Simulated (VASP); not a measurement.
# SiGeO4 in VASP: single point with PBEsol

Aim: the single point of SiGeO4 with PBEsol.

All numbers are computed with VASP 6.6.1; they aren't measurements. Logs are shortened: lines on timing, memory, paths and dates and some standing lists are left out, and cuts for length are marked.

## Step 1: The cell of the first run

The cell holds a disordered packing, 72 atoms: a = 10.440 Å, b = 10.440 Å, c = 11.694 Å, α = 90.00°, β = 90.00°, γ = 120.00°.

## Step 2: Single point, PBEsol

Contents of INCAR:

```
SYSTEM = SiGeO4
  PREC = Accurate
  ENCUT = 520
  EDIFF = 1E-7
  ISMEAR = -1
  SIGMA = 0.05
  LREAL = Auto
  LASPH = .True.
  NELM = 100
  ALGO = Normal
  ISIF = 2
  LWAVE = .False.
  LCHARG = .False.
  GGA = PS
  NBANDS = 294
```

Contents of KPOINTS:

```
Automatic mesh
0
Gamma
  1 1 1
  0 0 0
```

Contents of POSCAR:

```
SiGeO4
1.0
   10.4395670000      0.0000000000      0.0000000000
   -5.2197830000      9.0409300000      0.0000000000
    0.0000000000      0.0000000000     11.6940230000
Ge Si O
12 12 48
Direct
    0.2788080000      0.1292780000      0.0757960000
    0.4744500000      0.5451300000      0.1185190000
    0.7712420000      0.9375670000      0.2051350000
    0.6564370000      0.0264750000      0.4893700000
    0.7905660000      0.4387300000      0.8672130000
    0.7061270000      0.4126870000      0.3678410000
    0.2103050000      0.4592650000      0.2885990000
    0.6294520000      0.0260030000      0.9980330000
    0.4717200000      0.3186590000      0.9363450000
    0.2199940000      0.2667330000      0.7669490000
    0.3157590000      0.8482730000      0.0857660000
    0.7800980000      0.3263470000      0.6195960000
    0.1780500000      0.9428940000      0.7304410000
    0.5432260000      0.7542280000      0.6381500000
    0.0930910000      0.0322990000      0.2977620000
    0.1092780000      0.6930460000      0.9014420000
    0.3751330000      0.2143410000      0.4265740000
    0.3501550000      0.8105580000      0.3406420000
    0.4203170000      0.9010350000      0.7949750000
    0.3307610000      0.4462140000      0.5356170000
    0.1820160000      0.8960600000      0.4839000000
    0.0118290000      0.3831000000      0.7970170000
    0.8478160000      0.2430860000      0.2816770000
    0.5313820000      0.5665050000      0.8489260000
    0.2709940000      0.1879070000      0.9307650000
    0.2338100000      0.3812790000      0.6501660000
    0.4396560000      0.5702550000      0.9581020000
    0.4562790000      0.6195670000      0.5482490000
    0.6464890000      0.2073320000      0.0292860000
    0.6378060000      0.1404170000      0.5922880000
    0.4471020000      0.3154210000      0.0907370000
    0.9368460000      0.0271790000      0.2951550000
    0.3261410000      0.0622940000      0.4947490000
    0.1577800000      0.0885930000      0.7179840000
    0.3240950000      0.6546610000      0.2883010000
    0.7842520000      0.8950470000      0.9259650000
    0.0935840000      0.2938700000      0.8434940000
    0.4983150000      0.8709620000      0.0791400000
    0.1254330000      0.0260840000      0.1592780000
    0.0945650000      0.8287690000      0.8334460000
    0.4158460000      0.3537170000      0.5094620000
    0.7222270000      0.4099560000      0.7243560000
    0.2363790000      0.7812220000      0.4461810000
    0.5925490000      0.6846650000      0.7468750000
    0.7872210000      0.3582560000      0.2605980000
    0.1056280000      0.5610100000      0.8148520000
    0.9482330000      0.3406820000      0.6639500000
    0.1401900000      0.7049080000      0.0469870000
    0.2181720000      0.4210390000      0.4326870000
    0.4221380000      0.3852890000      0.7974660000
    0.0759890000      0.8998580000      0.3818340000
    0.3078830000      0.7929050000      0.8915630000
    0.8059310000      0.1615090000      0.4086380000
    0.8665150000      0.3188190000      0.8793530000
    0.5201940000      0.9172160000      0.3870870000
    0.7898940000      0.9838610000      0.0077120000
    0.2849520000      0.4217560000      0.1685220000
    0.0236300000      0.3448160000      0.2611550000
    0.2384730000      0.1849680000      0.3409840000
    0.3560830000      0.0027170000      0.7412630000
    0.5241230000      0.2551510000      0.3558560000
    0.9197850000      0.6005120000      0.9302500000
    0.3112660000      0.8869810000      0.2352620000
    0.4338760000      0.8082090000      0.6876050000
    0.7647570000      0.1100420000      0.1858420000
    0.6791480000      0.8931390000      0.5694210000
    0.3543790000      0.0227050000      0.0319200000
    0.1080220000      0.8535980000      0.6093960000
    0.6113590000      0.2573950000      0.9246420000
    0.8075140000      0.4334820000      0.4956600000
    0.6395370000      0.5072100000      0.9097600000
    0.5842370000      0.9988430000      0.8519270000
```

Potentials or basis: VASP PAW PBE potentials, release 64 (Ge_d, Si, O).

Started as:

```bash
> cat potpaw_PBE.64/Ge_d/POTCAR potpaw_PBE.64/Si/POTCAR potpaw_PBE.64/O/POTCAR > POTCAR
> mpirun -np 1 vasp_gam > vasp.out
```

OUTCAR:

```text
SYSTEM = SiGeO4
   PREC = Accurate
   ENCUT = 520
   EDIFF = 1E-7
   ISMEAR = -1
   LREAL = Auto
   LASPH = .True.
   NELM = 100
   ISIF = 2
   GGA = PS

 ion  position               nearest neighbor table
   1  0.279  0.129  0.076-  39 1.72  67 1.73  25 1.82  31 1.87   9 2.58
   2  0.474  0.545  0.119-  57 1.83  27 1.95  31 2.29
   3  0.771  0.938  0.205-  32 1.83  65 1.85  56 2.35  23 3.01
   4  0.656  0.026  0.489-  53 1.76  55 1.77  30 1.77  66 1.79  14 3.02
   5  0.791  0.439  0.867-  62 1.71  42 1.78  54 1.79  69 2.00  71 2.09  22 2.77
   6  0.706  0.413  0.368-  45 1.76  70 1.78  61 1.79  23 2.99
   7  0.210  0.459  0.289-  58 1.73  57 1.74  49 1.74  35 1.77
   8  0.629  0.026  0.998-  72 1.76  38 1.78  29 1.85  56 1.94
   9  0.472  0.319  0.936-  31 1.82  25 1.84  69 1.87  71 1.90  50 1.94  24 2.55   1 2.58
  10  0.220  0.267  0.767-  37 1.73  34 1.73  26 1.77  50 1.87  25 2.25  22 2.99
  11  0.316  0.848  0.086-  48 1.75  67 1.77  63 1.80  38 1.80  52 2.33  16 2.90
  12  0.780  0.326  0.620-  47 1.76  70 1.76  42 1.78  30 1.79  22 3.01
  13  0.178  0.943  0.730-  40 1.61  60 1.64  34 1.64  68 1.65  19 2.87  21 2.93  16 3.07
  14  0.543  0.754  0.638-  64 1.61  28 1.62  66 1.64  44 1.67   4 3.02  19 3.05  20 3.09  24 3.11
[... 12 lines left out ...]
  23  0.848  0.243  0.282-  58 1.61  45 1.63  65 1.65  53 1.66   6 2.99   3 3.01
  24  0.531  0.567  0.849-  44 1.60  27 1.61  71 1.69  50 1.76   9 2.55  14 3.11
  25  0.271  0.188  0.931-   1 1.82   9 1.84  10 2.25
  26  0.234  0.381  0.650-  20 1.61  10 1.77
  27  0.440  0.570  0.958-  24 1.61   2 1.95
  28  0.456  0.620  0.548-  14 1.62  20 1.63
  29  0.646  0.207  0.029-  69 1.45   8 1.85
  30  0.638  0.140  0.592-   4 1.77  12 1.79
  31  0.447  0.315  0.091-   9 1.82   1 1.87   2 2.29
  32  0.937  0.027  0.295-  15 1.61   3 1.83
  33  0.326  0.062  0.495-  17 1.61  21 1.64
  34  0.158  0.089  0.718-  13 1.64  10 1.73
  35  0.324  0.655  0.288-  18 1.63   7 1.77
  36  0.784  0.895  0.926-  56 1.31
  37  0.094  0.294  0.843-  22 1.64  10 1.73
  38  0.498  0.871  0.079-   8 1.78  11 1.80
  39  0.125  0.026  0.159-  15 1.66   1 1.72
  40  0.095  0.829  0.833-  13 1.61  16 1.70
  41  0.416  0.354  0.509-  17 1.62  20 1.63
  42  0.722  0.410  0.724-  12 1.78   5 1.78
  43  0.236  0.781  0.446-  21 1.62  18 1.63
  44  0.593  0.685  0.747-  24 1.60  14 1.67
  45  0.787  0.358  0.261-  23 1.63   6 1.76
  46  0.106  0.561  0.815-  22 1.62  16 1.70
  47  0.948  0.341  0.664-  22 1.66  12 1.76
  48  0.140  0.705  0.047-  16 1.73  11 1.75
  49  0.218  0.421  0.433-  20 1.61   7 1.74
  50  0.422  0.385  0.797-  24 1.76  10 1.87   9 1.94
  51  0.076  0.900  0.382-  15 1.63  21 1.64
  52  0.308  0.793  0.892-  19 1.61  16 1.80  11 2.33
  53  0.806  0.162  0.409-  23 1.66   4 1.76
[... 5 lines left out ...]
  59  0.238  0.185  0.341-  15 1.64  17 1.64
  60  0.356  0.003  0.741-  19 1.64  13 1.64
  61  0.524  0.255  0.356-  17 1.62   6 1.79
  62  0.920  0.601  0.930-   5 1.71  16 1.75
  63  0.311  0.887  0.235-  18 1.63  11 1.80
  64  0.434  0.808  0.688-  14 1.61  19 1.63
  65  0.765  0.110  0.186-  23 1.65   3 1.85
  66  0.679  0.893  0.569-  14 1.64   4 1.79
  67  0.354  0.023  0.032-   1 1.73  11 1.77
  68  0.108  0.854  0.609-  21 1.61  13 1.65
  69  0.611  0.257  0.925-  29 1.45   9 1.87   5 2.00
  70  0.808  0.433  0.496-  12 1.76   6 1.78
  71  0.640  0.507  0.910-  24 1.69   9 1.90   5 2.09
  72  0.584  0.999  0.852-  19 1.63   8 1.76

  LATTYP: Found a hexagonal cell.
 ALAT       =    10.4395670000
 C/A-ratio  =     1.1201636045

  Lattice vectors:

 A1 = (  10.4395670000,   0.0000000000,   0.0000000000)
 A2 = (  -5.2197830000,   9.0409300000,   0.0000000000)
 A3 = (   0.0000000000,   0.0000000000,  11.6940230000)

Analysis of symmetry for initial positions (statically):
=====================================================================
 Subroutine PRICEL returns:
 Original cell was already a primitive cell.

 Routine SETGRP: Setting up the symmetry group for a
 hexagonal supercell.

 Subroutine GETGRP returns: Found  1 space group operations
 (whereof  1 operations were pure point group operations)
 out of a pool of 24 trial point group operations.
[... 196 lines left out ...]
     0.000000000  0.110608090  0.000000000     0.000000000  1.000000000  0.000000000
     0.000000000  0.000000000  0.085513771     0.000000000  0.000000000  1.000000000

  Length of vectors
     0.110608085  0.110608090  0.085513771

  Shift w.r.t. Gamma in fractional coordinates (k-lattice)
     0.000000000  0.000000000  0.000000000

 Subroutine IBZKPT returns following result:
 ===========================================

 Found      1 irreducible k-points:

 Following reciprocal coordinates:
            Coordinates               Weight
  0.000000  0.000000  0.000000      1.000000
   k-points           NKPTS =      1   k-points in BZ     NKDIM =      1   number of bands    NBANDS=    294
   number of dos      NEDOS =    301   number of ions     NIONS =     72
   total plane-waves  NPLWV = 576000
   dimension x,y,z NGX =    80 NGY =   80 NGZ =   90
   dimension x,y,z NGXF=   160 NGYF=  160 NGZF=  180
   ions per type =              12  12  48
   NGX,Y,Z   is equivalent  to a cutoff of  12.74, 12.74, 12.79 a.u.
   NGXF,Y,Z  is equivalent  to a cutoff of  25.48, 25.48, 25.59 a.u.
 SYSTEM =  SiGeO4
   PREC   = accura    normal or accurate (medium, high low for compatibility)
   ISTART =      0    job   : 0-new  1-cont  2-samecut
   ICHARG =      2    charge: 1-file 2-atom 10-const
   ISPIN  =      1    spin polarized calculation?
   LNONCOLLINEAR =      F non collinear calculations
   LSORBIT =      F    spin-orbit coupling
   LASPH  =      T    aspherical Exc in radial PAW
   ENCUT  =  520.0 eV  38.22 Ry    6.18 a.u.  19.41 19.41 21.74*2*pi/ulx,y,z
   NELM   =    100;   NELMIN=  2; NELMDL= -5     # of ELM steps
   EDIFF  = 0.1E-06   stopping-criterion for ELM
   LREAL  =      T    real-space projection
   EDIFFG = 0.1E-05   stopping-criterion for IOM
   NSW    =      0    number of steps for IOM
   IBRION =     -1    ionic relax: 0-MD 1-quasi-New 2-CG
   NFREE  =      0    steps in history (QN), initial steepest desc. (CG)
   ISIF   =      2    stress and relaxation
   ISYM   =      2    0-nonsym 1-usesym 2-fastsym
   POTIM  = 0.5000    time-step for ionic-motion
   TEBEG  =    0.0;   TEEND  =   0.0 temperature during run
   PSTRESS=    0.0 pullay stress
   NELECT =     504.0000    total number of electrons
   NUPDOWN=      -1.0000    fix difference up-down
   EMIN   =  10.00;   EMAX   =-10.00  energy-range for DOS
   EFERMI =   0.00;   METHOD = LEGACY
   ISMEAR =    -1;   SIGMA  =   0.05  broadening in eV -4-tet -1-fermi 0-gaus
   EFERMI_NEDOS =   21; number of points for ismear=-14 and -15
   IALGO  =     38    algorithm
   IMIX   =      4    mixing-type and parameters
     AMIX     =   0.40;   BMIX     =  1.00
     AMIX_MAG =   1.60;   BMIX_MAG =  1.00
  volume/ion in A,a.u.               =      15.33       103.45
  Fermi-wavevector in a.u.,A,eV,Ry     =   1.260662  2.382305 21.623297  1.589267
  Thomas-Fermi vector in A             =   2.394160
   LORBIT       =      0    0 simple, 1 ext, 2 COOP (PROOUT), +10 PAW based schemes
   GGA     = PS    functional components
   LHFCALC =     F    Hartree Fock is set to
   AEXX    =    0.0000 exact exchange contribution
   IVDW    =     0    specifies the selected vdW correction
   LEPSILON=     F    determine dielectric tensor
   LRPA    =     F    only Hartree local field effects (RPA)
 non-spin polarized calculation
  energy-cutoff  :      520.00
  volume of cell :     1103.72
 maximum number of plane-waves:     14893
 NGX is ok and might be reduce to    80
   NGX = 39   NGY = 39   NGZ = 43

 number of electron     503.9999983 magnetization

 Free energy of the ion-electron system (eV)
  ---------------------------------------------------
  ext. energy  EPLUGINS =         0.00000000
  ---------------------------------------------------
  free energy    TOTEN  =      -518.90424137 eV

  energy without entropy =     -518.77078469  energy(sigma->0) =     -518.83751303

 E-fermi :   1.3765     XC(G=0):  -8.6506

 val. band max:        1.3503954218   @ k =   0.0000   0.0000   0.0000
 cond. band min:       1.4021897430   @ k =   0.0000   0.0000   0.0000
 fundamental gap:      0.0517943213
 Fermi energy:         1.3764846447

 k-point     1 :       0.0000    0.0000    0.0000
  band No.  band energies     occupation
      1     -24.6744      2.00000
      2     -24.6412      2.00000
      3     -24.5325      2.00000
      4     -24.5082      2.00000
      5     -24.4074      2.00000
      6     -24.2027      2.00000
[... 256 lines left out ...]
    263       5.4557      0.00000
    264       5.7324      0.00000
 [bands above 264 left out]

------------------------ aborting loop because EDIFF is reached ----------------------------------------

  FORCE on cell =-STRESS in cart. coord.  units (eV):
  Direction    XX          YY          ZZ          XY          YZ          ZX
  --------------------------------------------------------------------------------------
  -------------------------------------------------------------------------------------
  Total       14.1245566     -7.7445985     -3.9740042     -4.2378724      1.0653462    -11.8019991
  in kB       20.5033992    -11.2421650     -5.7687188     -6.1517535      1.5464711    -17.1319431
  external PRESSURE =       1.1641718 kB  Pullay stress =       0.0000000 kB

 VOLUME and BASIS-vectors are now :
 -----------------------------------------------------------------------------
  energy-cutoff  :      520.00
  volume of cell :     1103.72
      direct lattice vectors                 reciprocal lattice vectors
    10.439567000  0.000000000  0.000000000     0.095789413  0.055304040  0.000000000
    -5.219783000  9.040930000  0.000000000     0.000000000  0.110608090  0.000000000
     0.000000000  0.000000000 11.694023000     0.000000000  0.000000000  0.085513771

 POSITION                                       TOTAL-FORCE (eV/Angst)
 -----------------------------------------------------------------------------------
      2.23583      1.16879      0.88636        -0.030745     -0.082273      0.029010
      2.10759      4.92848      1.38596        -0.025881     -0.027980     -0.007994
      3.15754      8.47648      2.39885        -0.025668     -0.121544      0.020925
      6.71472      0.23936      5.72270         0.027331     -0.006004     -0.040765
      5.96309      3.96653     10.14121        -0.013413      0.031958      0.016418
      5.21752      3.73107      4.30154         0.000126      0.001945     -0.068248
[... 64 lines left out ...]
      4.02896      4.58565     10.63875         0.061734     -0.019411      0.022999
      0.88544      9.03047      9.96245         0.049945      0.030768      0.066818
 -----------------------------------------------------------------------------------
    total drift:                                0.002003      0.014581      0.014540

  FREE ENERGIE OF THE ION-ELECTRON SYSTEM (eV)
  ---------------------------------------------------
  free  energy   TOTEN  =      -518.9042413721 eV

  energy  without entropy=     -518.7707846920  energy(sigma->0) =     -518.83751303
```

Wall time 24 min (1 thread of AMD EPYC 7R43 (Zen 3), shared host); peak memory 1.1 GiB.

What came out:

```
Free energy   : -518.9042 eV
Pressure      : 0.1 GPa
Largest force : 0.556 eV/Å
```

Forces in eV/Å, atoms in the order of the input:
```
Ge  -0.031 -0.082  0.029
Ge  -0.026 -0.028 -0.008
Ge  -0.026 -0.122  0.021
Ge   0.027 -0.006 -0.041
Ge  -0.013  0.032  0.016
Ge   0.000  0.002 -0.068
Ge  -0.053 -0.043  0.024
Ge   0.036  0.014  0.016
Ge   0.038 -0.032 -0.012
Ge  -0.053 -0.038 -0.021
Ge   0.000  0.009  0.018
Ge  -0.002  0.017 -0.023
Si  -0.068  0.025 -0.029
Si   0.057 -0.009 -0.009
Si  -0.057 -0.020 -0.031
Si  -0.012 -0.002  0.008
Si   0.013  0.021 -0.008
Si   0.063  0.008  0.023
Si   0.035  0.031 -0.059
Si  -0.009  0.029  0.002
Si  -0.029 -0.062  0.010
Si   0.078 -0.025 -0.034
Si   0.023  0.003 -0.006
Si   0.048  0.037 -0.090
O   -0.025  0.001 -0.022
O   -0.002 -0.054  0.103
O   -0.074 -0.002  0.165
O    0.003 -0.002 -0.024
O    0.099 -0.072  0.193
O    0.013  0.001 -0.011
O   -0.001  0.033  0.026
O   -0.072  0.018  0.000
O    0.022 -0.008  0.029
O   -0.021  0.088  0.028
O    0.014 -0.107 -0.019
O    0.174 -0.361 -0.340
O    0.096 -0.027 -0.010
O   -0.011  0.001 -0.007
O    0.061  0.043 -0.078
O   -0.011 -0.029  0.049
O    0.030  0.022  0.028
O    0.010 -0.004  0.007
O    0.015 -0.051  0.020
O    0.001  0.027 -0.034
O   -0.089  0.069  0.065
O    0.007  0.055 -0.006
O   -0.047 -0.016 -0.054
O    0.020  0.008  0.047
O   -0.037  0.017 -0.124
O   -0.027 -0.029 -0.022
O    0.004 -0.036  0.011
O   -0.037 -0.044  0.065
O   -0.035 -0.054  0.074
O   -0.088 -0.030  0.057
O    0.044  0.053  0.077
O   -0.186  0.416  0.318
O    0.049  0.046 -0.010
O    0.104  0.101  0.011
O   -0.005  0.051  0.000
O    0.012  0.053 -0.008
O    0.102  0.028 -0.029
O   -0.029 -0.051 -0.008
O   -0.041  0.032 -0.094
O   -0.038  0.003  0.007
O   -0.007 -0.066 -0.118
O    0.008  0.073 -0.050
O   -0.016  0.000  0.020
O   -0.027 -0.034  0.027
O   -0.103  0.089 -0.175
O   -0.009 -0.021 -0.001
O    0.062 -0.019  0.023
O    0.050  0.031  0.067
```

Caveat: the k points lie up to 0.69 Å⁻¹ apart; the PAW data sets were made with another functional, which shifts forces and pressure a little.
